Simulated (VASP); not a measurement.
A run of VASP 6.6.1:

File POSCAR:

```
BiB2As
1.0
    3.5405681738      0.0000000000      0.0000000000
    0.0000000000      3.5405681738      0.0000000000
    0.0000000000      0.0000000000      5.0677749306
As B Bi
1 2 1
Direct
    0.0000000000      0.0000000000      0.0000000000
    0.0000000000      0.5000000000      0.7807602850
    0.5000000000      0.0000000000      0.2192397150
    0.5000000000      0.5000000000      0.5000000000
```

The input INCAR.step1:

```
SYSTEM = BiB2As
  ALGO = Normal
  EDIFF = 1E-4
  ENCUT = 520
  GGA = PE
  ISMEAR = 0
  LASPH = .True.
  LCHARG = .False.
  LREAL = .False.
  LWAVE = .True.
  NBANDS = 21
  NELM = 100
  PREC = Accurate
  SIGMA = 0.01
```

File INCAR.step2:

```
SYSTEM = BiB2As
  ALGO = Normal
  EDIFF = 1E-6
  ENCUT = 520
  ISIF = 2
  ISMEAR = 0
  ISTART = 1
  LASPH = .True.
  LCHARG = .False.
  LMIXTAU = .True.
  LREAL = .False.
  LWAVE = .False.
  METAGGA = R2SCAN
  NBANDS = 21
  NELM = 100
  PREC = Accurate
  SIGMA = 0.01
```

KPOINTS

```
k-points
0
Gamma
  6 6 4
  0 0 0
```

Potentials or basis: VASP PAW PBE potentials, release 64 (As, B, Bi_d).

Command:

```sh
$ cat potpaw_PBE.64/As/POTCAR potpaw_PBE.64/B/POTCAR potpaw_PBE.64/Bi_d/POTCAR > POTCAR
$ cp INCAR.step1 INCAR
$ mpirun -np 1 vasp_std > vasp.out
$ cp INCAR.step2 INCAR
$ mpirun -np 1 vasp_std > vasp.out
```

Hardware: 1 thread of Intel(R) Xeon(R) 6975P-C (Granite Rapids), with other jobs on the host.

Problem. How long does it take, and how much memory?

Solution. It took 56 s on 1 thread of Intel(R) Xeon(R) 6975P-C (Granite Rapids) (shared host), peak memory 0.2 GiB. Counts: k points 30.
